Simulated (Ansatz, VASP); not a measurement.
**Two plane-wave programs on Si16Ge**

```
Si Ge
1.0
     0.00000    5.43000    5.43000
     5.43000    0.00000    5.43000
     5.43000    5.43000    0.00000
Si Ge
16 1
Direct
  0.01211 0.96554 0.01027
  0.15927 0.11317 0.11449
  0.01810 0.99783 0.48634
  0.12738 0.10690 0.63837
  0.01212 0.51218 0.01027
  0.10209 0.60218 0.19369
  0.97551 0.47559 0.57345
  0.12739 0.62746 0.63837
  0.52279 0.02288 0.93158
  0.61311 0.11317 0.11449
  0.49777 0.99784 0.48634
  0.64933 0.14941 0.55198
  0.46547 0.51218 0.01027
  0.61310 0.65935 0.11448
  0.49776 0.51818 0.48633
  0.60683 0.62746 0.63837
  0.81277 0.31285 0.06165
```

Alike in both runs: functional PBE; dispersion D3(BJ); k mesh 2 × 2 × 2; occupations fermi-dirac, width 0.02 eV; no spin polarisation.

Ansatz relaxed the structure, and its values are those at the end. VASP's run is a single point on that final structure, the one shown.

|  | VASP | Ansatz |
| --- | --- | --- |
| version | VASP 6.6.1 | Ansatz 0.2.0 |
| potentials or method | VASP PAW PBE potentials, release 64 (Si, Ge_d), cutoff 520 eV | scalar-relativistic, plane waves, PAW |
| valence electrons in the cell | 78 | 78 |

|  | VASP | Ansatz | Ansatz less VASP |
| --- | --- | --- | --- |
| rms of the force components (eV/Å) | 0.004 | 0.004 | -0.0005 |

The k mesh is coarse, so the values compare programs but aren't converged.
